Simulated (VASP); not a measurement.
# ZnS (F-43m) in VASP: notebook

The runs below take ZnS through single point, with PBEsol, PBE+D3(BJ), PBE.

Program: VASP 6.6.1. These are calculated values, not measurements. Logs are shortened: lines on timing, memory, paths and dates and some standing lists are left out, and cuts for length are marked.

**What was measured.**

“Electronic, vibrational, and thermodynamic properties of ZnS (zincblende and rocksalt structure)”, 2009, arxiv:0911.5022 quotes, for a bulk crystal of ZnS at 19 K: band gap 3.85 eV (direct).

The results are compared with them further down.

## 1. The cell of the first run

The structure is cubic, space group F-43m (No. 216). The conventional cell has a = 5.356 Å, b = 5.356 Å, c = 5.356 Å, α = 90.00°, β = 90.00°, γ = 90.00°. Zn (site symmetry -43m) has 4 S at 2.32 Å within 3.1 Å. S (site symmetry -43m) has 4 Zn at 2.32 Å within 3.1 Å.

## 2. Single point, PBEsol

INCAR reads:

```
PREC = Accurate
ENCUT = 520
EDIFF = 1E-6
ISMEAR = -1
SIGMA = 0.05
LREAL = F
LASPH = T
NELM = 60
ALGO = Normal
ISIF = 2
LWAVE = F
LCHARG = F
GGA = PS
NBANDS = 16
```

KPOINTS reads:

```
regular mesh
0
Gamma
  6 6 6
```

POSCAR reads:

```
ZnS
1.0
    3.7873443514      0.0000000000      0.0000000000
    1.8936721757      3.2799364212      0.0000000000
    1.8936721757      1.0933121404      3.0923537138
Zn S
1 1
Direct
    0.2500000000      0.2500000000      0.2500000000
    0.0000000000      0.0000000000      0.0000000000
```

Potentials or basis: VASP PAW PBE potentials, release 64 (Zn, S).

On the command line:

```
> cat potpaw_PBE.64/Zn/POTCAR potpaw_PBE.64/S/POTCAR > POTCAR
> mpirun -np 1 vasp_std > vasp.out
```

OUTCAR:

```text
PREC = Accurate
   ENCUT = 520
   EDIFF = 1E-6
   ISMEAR = -1
   LREAL = F
   LASPH = T
   NELM = 60
   ISIF = 2
   GGA = PS

 ion  position               nearest neighbor table
   1  0.250  0.250  0.250-   2 2.32   2 2.32   2 2.32   2 2.32
   2  0.000  0.000  0.000-   1 2.32   1 2.32   1 2.32   1 2.32

  LATTYP: Found a face centered cubic cell.
 ALAT       =     5.3561137471

  Lattice vectors:

 A1 = (   3.7873443514,   0.0000000000,   0.0000000000)
 A2 = (   1.8936721757,   3.2799364212,   0.0000000000)
 A3 = (   1.8936721757,   1.0933121404,   3.0923537138)

Analysis of symmetry for initial positions (statically):
=====================================================================
 Subroutine PRICEL returns:
 Original cell was already a primitive cell.

 Routine SETGRP: Setting up the symmetry group for a
 face centered cubic supercell.

 Subroutine GETGRP returns: Found 24 space group operations
 (whereof 24 operations were pure point group operations)
 out of a pool of 48 trial point group operations.

The static configuration has the point symmetry T_d .

Analysis of symmetry for dynamics (positions and initial velocities):
=====================================================================
 Subroutine PRICEL returns:
 Original cell was already a primitive cell.

 Routine SETGRP: Setting up the symmetry group for a
 face centered cubic supercell.

 Subroutine GETGRP returns: Found 24 space group operations
 (whereof 24 operations were pure point group operations)
 out of a pool of 48 trial point group operations.

The dynamic configuration has the point symmetry T_d .

 Subroutine INISYM returns: Found 24 space group operations
 (whereof 24 operations are pure point group operations),
 and found     1 'primitive' translations

----------------------------------------------------------------------------------------

                                     Primitive cell

  volume of cell :      38.4140

  direct lattice vectors                    reciprocal lattice vectors
     3.787344351  0.000000000  0.000000000     0.264037253 -0.152441979 -0.107792757
     1.893672176  3.279936421  0.000000000     0.000000000  0.304883959 -0.107792757
     1.893672176  1.093312140  3.092353714     0.000000000  0.000000000  0.323378272

  length of vectors
     3.787344351  3.787344351  3.787344351     0.323378272  0.323378272  0.323378272

  position of ions in fractional coordinates (direct lattice)
     0.250000000  0.250000000  0.250000000
     0.000000000  0.000000000  0.000000000

  ion indices of the primitive-cell ions
   primitive index   ion index
                 1           1
                 2           2

----------------------------------------------------------------------------------------

 KPOINTS: regular mesh

Automatic generation of k-mesh.
 Grid dimensions read from file:
 generate k-points for:    6    6    6

 Generating k-lattice:

  Cartesian coordinates                     Fractional coordinates (reciprocal lattice)
     0.044006209 -0.025406997 -0.017965460     0.166666667  0.000000000  0.000000000
     0.000000000  0.050813993 -0.017965460     0.000000000  0.166666667  0.000000000
     0.000000000  0.000000000  0.053896379     0.000000000  0.000000000  0.166666667

  Length of vectors
     0.053896379  0.053896379  0.053896379

  Shift w.r.t. Gamma in fractional coordinates (k-lattice)
     0.000000000  0.000000000  0.000000000

 Subroutine IBZKPT returns following result:
 ===========================================

 Found     16 irreducible k-points:

 Following reciprocal coordinates:
            Coordinates               Weight
  0.000000  0.000000  0.000000      1.000000
  0.166667  0.000000 -0.000000      8.000000
  0.333333  0.000000 -0.000000      8.000000
  0.500000  0.000000 -0.000000      4.000000
  0.166667  0.166667 -0.000000      6.000000
  0.333333  0.166667 -0.000000     24.000000
[... 8 lines left out ...]
 -0.333333  0.333333  0.166667     24.000000
 -0.333333  0.500000  0.166667     12.000000
   k-points           NKPTS =     16   k-points in BZ     NKDIM =     16   number of bands    NBANDS=     16
   number of dos      NEDOS =    301   number of ions     NIONS =      2
   total plane-waves  NPLWV =  21952
   dimension x,y,z NGX =    28 NGY =   28 NGZ =   28
   dimension x,y,z NGXF=    56 NGYF=   56 NGZF=   56
   ions per type =               1   1
   NGX,Y,Z   is equivalent  to a cutoff of  12.29, 12.29, 12.29 a.u.
   NGXF,Y,Z  is equivalent  to a cutoff of  24.58, 24.58, 24.58 a.u.
 SYSTEM =  unknown system
   PREC   = accura    normal or accurate (medium, high low for compatibility)
   ISTART =      0    job   : 0-new  1-cont  2-samecut
   ICHARG =      2    charge: 1-file 2-atom 10-const
   ISPIN  =      1    spin polarized calculation?
   LNONCOLLINEAR =      F non collinear calculations
   LSORBIT =      F    spin-orbit coupling
   LASPH  =      T    aspherical Exc in radial PAW
   ENCUT  =  520.0 eV  38.22 Ry    6.18 a.u.   7.04  7.04  7.04*2*pi/ulx,y,z
   NELM   =     60;   NELMIN=  2; NELMDL= -5     # of ELM steps
   EDIFF  = 0.1E-05   stopping-criterion for ELM
   LREAL  =      F    real-space projection
   EDIFFG = 0.1E-04   stopping-criterion for IOM
   NSW    =      0    number of steps for IOM
   IBRION =     -1    ionic relax: 0-MD 1-quasi-New 2-CG
   NFREE  =      0    steps in history (QN), initial steepest desc. (CG)
   ISIF   =      2    stress and relaxation
   ISYM   =      2    0-nonsym 1-usesym 2-fastsym
   POTIM  = 0.5000    time-step for ionic-motion
   TEBEG  =    0.0;   TEEND  =   0.0 temperature during run
   PSTRESS=    0.0 pullay stress
   NELECT =      18.0000    total number of electrons
   NUPDOWN=      -1.0000    fix difference up-down
   EMIN   =  10.00;   EMAX   =-10.00  energy-range for DOS
   EFERMI =   0.00;   METHOD = LEGACY
   ISMEAR =    -1;   SIGMA  =   0.05  broadening in eV -4-tet -1-fermi 0-gaus
   EFERMI_NEDOS =   21; number of points for ismear=-14 and -15
   IALGO  =     38    algorithm
   IMIX   =      4    mixing-type and parameters
     AMIX     =   0.40;   BMIX     =  1.00
     AMIX_MAG =   1.60;   BMIX_MAG =  1.00
  volume/ion in A,a.u.               =      19.21       129.62
  Fermi-wavevector in a.u.,A,eV,Ry     =   1.271557  2.402895 21.998682  1.616857
  Thomas-Fermi vector in A             =   2.404484
   LORBIT       =      0    0 simple, 1 ext, 2 COOP (PROOUT), +10 PAW based schemes
   GGA     = PS    functional components
   LHFCALC =     F    Hartree Fock is set to
   AEXX    =    0.0000 exact exchange contribution
   IVDW    =     0    specifies the selected vdW correction
   LEPSILON=     F    determine dielectric tensor
   LRPA    =     F    only Hartree local field effects (RPA)
 non-spin polarized calculation
  energy-cutoff  :      520.00
  volume of cell :       38.41
 maximum number of plane-waves:      1056
   NGX = 15   NGY = 15   NGZ = 15

 number of electron      18.0000016 magnetization

 Free energy of the ion-electron system (eV)
  ---------------------------------------------------
  ext. energy  EPLUGINS =         0.00000000
  ---------------------------------------------------
  free energy    TOTEN  =        -7.58522715 eV

  energy without entropy =       -7.58522715  energy(sigma->0) =       -7.58522715

 E-fermi :   3.2749     XC(G=0):  -9.9747

 val. band max:        2.2691867056   @ k =   0.0000   0.0000   0.0000
 cond. band min:       4.3616645865   @ k =   0.0000   0.0000   0.0000
 fundamental gap:      2.0924778808
 Fermi energy:         3.2748543014

 k-point     1 :       0.0000    0.0000    0.0000
  band No.  band energies     occupation
      1     -11.0770      2.00000
      2      -4.2166      2.00000
      3      -4.2166      2.00000
      4      -4.2166      2.00000
      5      -3.6856      2.00000
      6      -3.6856      2.00000
[... 8 lines left out ...]
     15      14.0350      0.00000
     16      14.0564      0.00000

 k-point     2 :       0.1667    0.0000   -0.0000
  band No.  band energies     occupation
      1     -10.8613      2.00000
      2      -4.2164      2.00000
      3      -4.1792      2.00000
      4      -4.1792      2.00000
      5      -3.6879      2.00000
      6      -3.6879      2.00000
[... 8 lines left out ...]
     15      13.1899      0.00000
     16      14.8467      0.00000

 k-point     3 :       0.3333    0.0000   -0.0000
  band No.  band energies     occupation
      1     -10.3686      2.00000
      2      -4.1172      2.00000
      3      -4.1172      2.00000
      4      -4.0726      2.00000
      5      -3.6732      2.00000
      6      -3.6732      2.00000
[... 8 lines left out ...]
     15      13.8260      0.00000
     16      13.9847      0.00000

 k-point     4 :       0.5000    0.0000   -0.0000
  band No.  band energies     occupation
      1     -10.0805      2.00000
      2      -4.0954      2.00000
      3      -4.0954      2.00000
      4      -3.6530      2.00000
      5      -3.6530      2.00000
      6      -3.4801      2.00000
[... 8 lines left out ...]
     15      15.7262      0.00000
     16      15.7262      0.00000
[... 172 lines left out ...]
 k-point    14 :       0.5000    0.3333    0.1667
  band No.  band energies     occupation
      1     -10.0257      2.00000
      2      -4.1374      2.00000
      3      -4.0301      2.00000
      4      -3.9109      2.00000
      5      -3.6631      2.00000
      6      -3.6100      2.00000
[... 8 lines left out ...]
     15      16.2888      0.00000
     16      16.9275      0.00000

 k-point    15 :      -0.3333    0.3333    0.1667
  band No.  band energies     occupation
      1      -9.8292      2.00000
      2      -4.0860      2.00000
      3      -3.9851      2.00000
      4      -3.7466      2.00000
      5      -3.6994      2.00000
      6      -3.3544      2.00000
[... 8 lines left out ...]
     15      16.0356      0.00000
     16      16.7912      0.00000

 k-point    16 :      -0.3333    0.5000    0.1667
  band No.  band energies     occupation
      1      -9.7396      2.00000
      2      -4.1417      2.00000
      3      -3.9036      2.00000
      4      -3.8147      2.00000
      5      -3.6622      2.00000
      6      -3.3056      2.00000
[... 8 lines left out ...]
     15      16.2671      0.00000
     16      17.1450      0.00000

------------------------ aborting loop because EDIFF is reached ----------------------------------------

  FORCE on cell =-STRESS in cart. coord.  units (eV):
  Direction    XX          YY          ZZ          XY          YZ          ZX
  --------------------------------------------------------------------------------------
  -------------------------------------------------------------------------------------
  Total        0.0549291      0.0549291      0.0549291     -0.0000000      0.0000000     -0.0000000
  in kB        2.2909930      2.2909930      2.2909930     -0.0000000      0.0000000     -0.0000000
  external PRESSURE =       2.2909930 kB  Pullay stress =       0.0000000 kB

 VOLUME and BASIS-vectors are now :
 -----------------------------------------------------------------------------
  energy-cutoff  :      520.00
  volume of cell :       38.41
      direct lattice vectors                 reciprocal lattice vectors
     3.787344351  0.000000000  0.000000000     0.264037253 -0.152441979 -0.107792757
     1.893672176  3.279936421  0.000000000     0.000000000  0.304883959 -0.107792757
     1.893672176  1.093312140  3.092353714     0.000000000  0.000000000  0.323378272

 POSITION                                       TOTAL-FORCE (eV/Angst)
 -----------------------------------------------------------------------------------
      1.89367      1.09331      0.77309         0.000000      0.000000     -0.000000
      0.00000      0.00000      0.00000        -0.000000     -0.000000      0.000000
 -----------------------------------------------------------------------------------
    total drift:                               -0.000003     -0.000001     -0.000001

  FREE ENERGIE OF THE ION-ELECTRON SYSTEM (eV)
  ---------------------------------------------------
  free  energy   TOTEN  =        -7.5852271456 eV

  energy  without entropy=       -7.5852271455  energy(sigma->0) =       -7.58522715
```

It took 5 s on 1 thread of Intel Xeon Platinum 8559C (Emerald Rapids), shared host; peak memory 0.15 GiB.

What came out:

| Property | Result |
| --- | --- |
| Free energy | -7.5852 eV |
| Pressure | 0.2 GPa |
| Band gap on the k mesh | 2.09 eV, direct |

Levels at points of the mesh, in eV from the valence-band top:
```csv
k point,band 7,band 8,band 9,band 10,band 11,band 12
"(0.00, 0.00, 0.00)",0.00,0.00,0.00,2.09,6.29,6.29
"(0.50, 0.00, 0.00)",-5.54,-0.92,-0.92,3.24,6.81,6.81
"(0.50, 0.50, 0.00)",-4.72,-2.35,-2.35,3.18,3.96,11.02
```

Caveat: the PAW data sets were made with another functional, which shifts forces and pressure a little.

(Continued in part 2 of 2.)
